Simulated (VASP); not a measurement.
Ta, 1 atom in the cell. The structure is cubic, space group Pm-3m (No. 221). Conventional cell: a = 2.736 Å, b = 2.736 Å, c = 2.736 Å, α = 90.00°, β = 90.00°, γ = 90.00°. Ta (site symmetry m-3m) has 6 Ta at 2.74 Å within 3.6 Å. 

| Property | Result |
| --- | --- |
| Program | VASP 6.6.1 |
| Task | single point |
| Functional | r2SCAN |
| Potentials or basis | VASP PAW PBE potentials, release 64 (Ta_pv) |
| Cutoff | 520 eV |
| k mesh | 6 × 6 × 6 |
| Occupations | gaussian, width 0.1 eV |
| Spin | no spin polarisation |
| Dipole correction | no |
| Further INCAR settings | ALGO = Normal; EDIFF = 1e-06; NBANDS = 12 |

Potentials or basis: VASP PAW PBE potentials, release 64 (Ta_pv).

Run with:

```bash
$ cat potpaw_PBE.64/Ta_pv/POTCAR > POTCAR
$ cp INCAR.step1 INCAR
$ mpirun -np 1 vasp_std > vasp.out
$ cp INCAR.step2 INCAR
$ mpirun -np 1 vasp_std > vasp.out
```

Hardware: 1 thread of Intel(R) Xeon(R) Platinum 8488C (Sapphire Rapids) (shared host).

Task: Estimate the wall time of this run.

Result: Run time: 12 s on 1 thread of Intel(R) Xeon(R) Platinum 8488C (Sapphire Rapids), with other jobs on the host, peak memory 0.12 GiB. Counts: k points 20.
